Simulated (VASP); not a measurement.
A run of VASP 6.6.1 is set up as follows.

File INCAR:

```
SYSTEM = Tb3YPb
ALGO = Normal ; EDIFF = 1E-6
ENCUT = 500 ; GGA = PE
GGA_COMPAT = .FALSE. ; ISIF = 2
ISMEAR = 0 ; LASPH = .TRUE.
LCHARG = .FALSE. ; LMAXMIX = 6
LREAL = .FALSE. ; LWAVE = .FALSE.
NBANDS = 34 ; NELM = 200
PREC = Accurate ; SIGMA = 0.2
```

KPOINTS

```
k-points
0
G
  4 4 3
  0 0 0
```

POSCAR

```
Tb3YPb
1.0
    6.4740985994     -0.0000000038      0.0000000000
   -3.2370492965      5.6067338556      0.0000000000
    0.0000000000      0.0000000000      5.8728036652
Tb Y Pb
3 1 1
Direct
    0.5000702447      0.0000000000      0.5000000000
    0.0000000000      0.5000702447      0.5000000000
    0.4999297553      0.4999297553      0.5000000000
    0.0000000000      0.0000000000      0.0000000000
    0.0000000000      0.0000000000      0.5000000000
```

Potentials or basis: VASP PAW PBE potentials, release 64 (Tb_3, Y_sv, Pb_d), 4f in core.

Launch:

```console
$ cat potpaw_PBE.64/Tb_3/POTCAR potpaw_PBE.64/Y_sv/POTCAR potpaw_PBE.64/Pb_d/POTCAR > POTCAR
$ mpirun -np 1 vasp_std > vasp.out
```

(1) Estimate the pressure.

(2) Estimate the band gap on the k mesh.

Answers

(1) 0.0 GPa.

(2) zero (bands 26 and 27 overlap by 0.74 eV).

Caveat: spin-orbit coupling is left out, which moves the levels of the heavy elements; the 4f electrons are frozen in the core, so they carry no moment and show no levels.
